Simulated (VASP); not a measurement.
Wanted: the native input for a VASP 6.6.1 run.

| Item | Value |
| --- | --- |
| Task | single point |
| Functional | PBE |
| Potentials or basis | VASP PAW PBE potentials, release 64 (Al) |
| Cutoff | 520 eV |
| k mesh | 12 × 12 × 12 |
| Occupations | gaussian, width 0.011 eV |
| Spin | no spin polarisation |
| Dipole correction | no |
| Further INCAR settings | ALGO = Normal; EDIFF = 1e-07; NBANDS = 8 |

The structure of Al lies in POSCAR:

```
Al
1.0
   -1.5912186900      1.5912186900      1.5912186900
    1.5912186900     -1.5912186900      1.5912186900
    1.5912186900      1.5912186900     -1.5912186900
Al
1
Direct
    0.0000000000      0.0000000000      0.0000000000
```

These files were run (other wordings do the same):

INCAR

```
SYSTEM = Al
ALGO = Normal
EDIFF = 1E-7
ENCUT = 520
GGA = PE
ISIF = 2
ISMEAR = 0
LASPH = .TRUE.
LCHARG = .FALSE.
LREAL = .FALSE.
LWAVE = .FALSE.
NBANDS = 8
NELM = 80
PREC = Accurate
SIGMA = 0.011
```

KPOINTS

```
k-points
0
G
  12 12 12
  0 0 0
```

Potentials or basis: VASP PAW PBE potentials, release 64 (Al).

Run with:

```bash
$ cat potpaw_PBE.64/Al/POTCAR > POTCAR
$ mpirun -np 1 vasp_std > vasp.out
```

Results of the run:

The pressure is 3.9 GPa.

It took 5.4 s on 1 thread of Intel(R) Xeon(R) 6975P-C (Granite Rapids), with other jobs on the host, peak memory 0.12 GiB.
